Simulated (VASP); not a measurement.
The system is Si2Mo.

```xyz
6
Lattice="5.2239 0.0000 0.0000 -2.6119 4.5240 0.0000 0.0000 0.0000 4.1064" Properties=species:S:1:pos:R:3 pbc="T T T"
Si    2.6119    0.0000    0.0000
Si   -1.3060    2.2620    0.0000
Si    1.3060    2.2620    0.0000
Si    0.0000    0.0000    0.0000
Mo    0.0000    3.0160    2.0532
Mo    2.6119    1.5080    2.0532
```

The cell was built from a structure type or drawn by symmetry, and may not be a known phase.

| Property | Result |
| --- | --- |
| Program | VASP 6.6.1 |
| Task | relaxation of cell and atoms |
| Functional | PBE |
| Potentials or basis | VASP PAW PBE potentials, release 64 (Si, Mo_sv) |
| Cutoff | 600 eV |
| k mesh | 6 × 6 × 4 |
| Occupations | gaussian, width 0.1 eV |
| Spin | no spin polarisation |

At the start: pressure 0.0 GPa; volume 16.17 Å³/atom.

Task: How do energy, volume and symmetry change on relaxing?

Result: Over 5 steps the energy falls by 5.0 meV/atom and the volume is 16.29 Å³/atom (+0.7 %); space group P6/mmm (No. 191, to 0.1 Å) before and after.

The path:
```tsv
step	energy change (eV)	largest force (eV/Å)	pressure (GPa)	volume (Å³)
1	0.0000	0.0000	0.03	97.05
2	-0.0282	0.0000	0.93	97.07
3	-0.0282	0.0000	0.96	97.07
4	-0.0280	0.0000	-0.97	98.45
5	-0.0302	0.0000	0.00	97.75
```

Final structure:
```xyz
6
Lattice="5.2862 0.0000 0.0000 -2.6431 4.5780 0.0000 0.0000 0.0000 4.0391" Properties=species:S:1:pos:R:3 pbc="T T T"
Si    2.6431    0.0000    0.0000
Si   -1.3215    2.2890    0.0000
Si    1.3215    2.2890    0.0000
Si    0.0000    0.0000    0.0000
Mo    0.0000    3.0520    2.0196
Mo    2.6431    1.5260    2.0196
```

Caveat: the k points lie up to 0.39 Å⁻¹ apart in the final cell, too coarse for converged energies and pressures of a metal.
